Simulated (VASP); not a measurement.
Write the native input for VASP 6.6.1 that does the following.

* Task: single point
* Functional: PBE
* Potentials or basis: VASP PAW PBE potentials, release 64 (Mo_sv)
* Cutoff: 520 eV
* k mesh: 12 × 12 × 12
* Occupations: fermi-dirac, width 0.05 eV
* Spin: no spin polarisation
* Dipole correction: no
* Further INCAR settings: ALGO = Normal; EDIFF = 1e-07; NBANDS = 13

The structure of Mo lies in POSCAR:

```
Mo
1.0
   -1.5731790612      1.5731790612      1.5731790612
    1.5731790612     -1.5731790612      1.5731790612
    1.5731790612      1.5731790612     -1.5731790612
Mo
1
Direct
    0.0000000000      0.0000000000      0.0000000000
```

One way to write it, as run:

INCAR

```
SYSTEM = Mo
  PREC = Accurate
  ENCUT = 520
  EDIFF = 1E-7
  ISMEAR = -1
  SIGMA = 0.05
  LREAL = .FALSE.
  LASPH = .TRUE.
  NELM = 60
  ALGO = Normal
  ISIF = 2
  LWAVE = .FALSE.
  LCHARG = .FALSE.
  GGA = PE
  NBANDS = 13
```

KPOINTS

```
regular mesh
0
G
  12 12 12
  0 0 0
```

Potentials or basis: VASP PAW PBE potentials, release 64 (Mo_sv).

Command:

```sh
$ cat potpaw_PBE.64/Mo_sv/POTCAR > POTCAR
$ mpirun -np 1 vasp_std > vasp.out
```

Results of the run:

| Item | Value |
| --- | --- |
| Pressure | 4.1 GPa |
| Band gap on the k mesh | zero (band 7 reaches 16.66 eV, above the bottom of band 8 at 11.28 eV) |

Wall time 6.4 s on 1 thread of Intel(R) Xeon(R) Platinum 8559C (Emerald Rapids) (shared host), peak memory 0.12 GiB.
